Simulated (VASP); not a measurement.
# NiO (Fm-3m) in VASP: notebook, part 2 of 2

VASP 6.6.1.

### Step 3. Single point, PBEsol, collinear spin, ferromagnetic start

This run uses another cell than the first one, of 8.35 Å³/atom, 1.045 times its volume.

The input, INCAR:

```
SYSTEM = NiO
PREC = Accurate
ENCUT = 520
EDIFF = 1E-6
ISMEAR = -1
SIGMA = 0.05
LREAL = .False.
LASPH = .True.
NELM = 150
ALGO = Normal
ISIF = 2
LWAVE = .False.
LCHARG = .True.
ISPIN = 2
MAGMOM = 1 0
LORBIT = 11
LMAXMIX = 4
GGA = PS
LELF = .True.
LVHAR = .True.
NBANDS = 19
```

The input, KPOINTS:

```
Automatic mesh
0
Gamma
  11 11 11
  0 0 0
```

The input, POSCAR:

```
NiO
1.0
    0.0000000000      2.0283992884      2.0283992884
    2.0283992884      0.0000000000      2.0283992884
    2.0283992884      2.0283992884      0.0000000000
Ni O
1 1
Direct
    0.0000000000      0.0000000000      0.0000000000
    0.5000000000      0.5000000000      0.5000000000
```

Potentials or basis: VASP PAW PBE potentials, release 64 (Ni, O).

Run with:

```
$ cat potpaw_PBE.64/Ni/POTCAR potpaw_PBE.64/O/POTCAR > POTCAR
$ mpirun -np 1 vasp_std > vasp.out
```

OUTCAR:

```text
SYSTEM = NiO
   PREC = Accurate
   ENCUT = 520
   EDIFF = 1E-6
   ISMEAR = -1
   LREAL = .False.
   LASPH = .True.
   NELM = 150
   ISIF = 2
   ISPIN = 2
   LORBIT = 11
   GGA = PS

 ion  position               nearest neighbor table
   1  0.000  0.000  0.000-   2 2.03   2 2.03   2 2.03   2 2.03   2 2.03   2 2.03
   2  0.500  0.500  0.500-   1 2.03   1 2.03   1 2.03   1 2.03   1 2.03   1 2.03

  LATTYP: Found a face centered cubic cell.
 ALAT       =     4.0567985768

  Lattice vectors:

 A1 = (   0.0000000000,   2.0283992884,   2.0283992884)
 A2 = (   2.0283992884,   0.0000000000,   2.0283992884)
 A3 = (   2.0283992884,   2.0283992884,   0.0000000000)

Analysis of symmetry for initial positions (statically):
=====================================================================
 Subroutine PRICEL returns:
 Original cell was already a primitive cell.

 Routine SETGRP: Setting up the symmetry group for a
 face centered cubic supercell.

[... 727 lines left out ...]
      5       7.0176      1.00000
      6       7.0176      1.00000
[... 517 lines left out ...]
     18      41.4972      0.00000
     19      42.6845      0.00000

 [... further k-points ...]

------------------------ aborting loop because EDIFF is reached ----------------------------------------

  FORCE on cell =-STRESS in cart. coord.  units (eV):
  Direction    XX          YY          ZZ          XY          YZ          ZX
  --------------------------------------------------------------------------------------
  -------------------------------------------------------------------------------------
  Total        0.7529117      0.7529117      0.7529117      0.0000000     -0.0000000      0.0000000
  in kB       72.2710342     72.2710342     72.2710342      0.0000000     -0.0000000      0.0000000
  external PRESSURE =      72.2710342 kB  Pullay stress =       0.0000000 kB

 VOLUME and BASIS-vectors are now :
 -----------------------------------------------------------------------------
  energy-cutoff  :      520.00
  volume of cell :       16.69
      direct lattice vectors                 reciprocal lattice vectors
     0.000000000  2.028399288  2.028399288    -0.246499791  0.246499791  0.246499791
     2.028399288  0.000000000  2.028399288     0.246499791 -0.246499791  0.246499791
     2.028399288  2.028399288  0.000000000     0.246499791  0.246499791 -0.246499791

 POSITION                                       TOTAL-FORCE (eV/Angst)
 -----------------------------------------------------------------------------------
      0.00000      0.00000      0.00000         0.000000      0.000000      0.000000
      2.02840      2.02840      2.02840        -0.000000      0.000000     -0.000000
 -----------------------------------------------------------------------------------
    total drift:                                0.000000     -0.000000     -0.000000

  FREE ENERGIE OF THE ION-ELECTRON SYSTEM (eV)
  ---------------------------------------------------
  free  energy   TOTEN  =       -12.3893541209 eV

  energy  without entropy=      -12.3789083135  energy(sigma->0) =      -12.38413122

 total charge

# of ion       s       p       d       tot
------------------------------------------
    1        0.362   0.469   8.407   9.238
    2        1.568   3.390   0.000   4.958
--------------------------------------------------
tot          1.930   3.859   8.407  14.196

 magnetization (x)

# of ion       s       p       d       tot
------------------------------------------
    1        0.005   0.005   0.316   0.326
    2        0.009   0.036   0.000   0.045
--------------------------------------------------
tot          0.013   0.041   0.316   0.370
```

It took 28 s on 1 thread of Intel Xeon Platinum 8488C (Sapphire Rapids), shared host; peak memory 0.16 GiB.

Results:

- Free energy: -12.3894 eV
- Pressure: 7.2 GPa
- Net moment: 0.38 μB per cell
- Site moments: Ni +0.33; O +0.04 μB
- Valence electrons inside the program's atomic spheres: Ni 9.24; O 4.96

Caveat: the PAW data sets were made with another functional, which shifts forces and pressure a little.
